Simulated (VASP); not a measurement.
A run of VASP 6.6.1:

File POSCAR:

```
Ir
1.0
    0.0000000000      1.9228496764      1.9228496764
    1.9228496764      0.0000000000      1.9228496764
    1.9228496764      1.9228496764      0.0000000000
Ir
1
Direct
    0.0000000000      0.0000000000      0.0000000000
```

File INCAR.step1:

```
PREC = Accurate ; ENCUT = 550
ISMEAR = -1 ; SIGMA = 0.2
LREAL = False ; LASPH = True
NELM = 120 ; NBANDS = 14
GGA = PE ; ALGO = Normal
EDIFF = 1E-5 ; LWAVE = True
LCHARG = False ; GGA_COMPAT = False
```

Contents of INCAR.step2:

```
PREC = Accurate ; ENCUT = 550
EDIFF = 1E-6 ; ISMEAR = -1
SIGMA = 0.2 ; LREAL = False
LASPH = True ; NELM = 120
ALGO = Normal ; ISIF = 2
LWAVE = False ; LCHARG = True
METAGGA = R2SCAN ; LMIXTAU = True
LELF = True ; LVHAR = True
NBANDS = 14 ; ISTART = 1
GGA_COMPAT = False
```

The input KPOINTS:

```
Automatic mesh
0
Gamma
  14 14 14
```

Potentials or basis: VASP PAW PBE potentials, release 64 (Ir_sv_GW).

The run is started by

```sh
$ cat potpaw_PBE.64/Ir_sv_GW/POTCAR > POTCAR
$ cp INCAR.step1 INCAR
$ mpirun -np 1 vasp_std > vasp.out
$ cp INCAR.step2 INCAR
$ mpirun -np 1 vasp_std > vasp.out
```

Hardware: 1 thread of AMD EPYC 7R43 64-Core Processor (Zen 3) (shared host).

Q: How long does it take, and how much memory?

A: It took 2.1 min on 1 thread of AMD EPYC 7R43 64-Core Processor (Zen 3), with other jobs on the host, peak memory 0.13 GiB. Counts: k points 104.
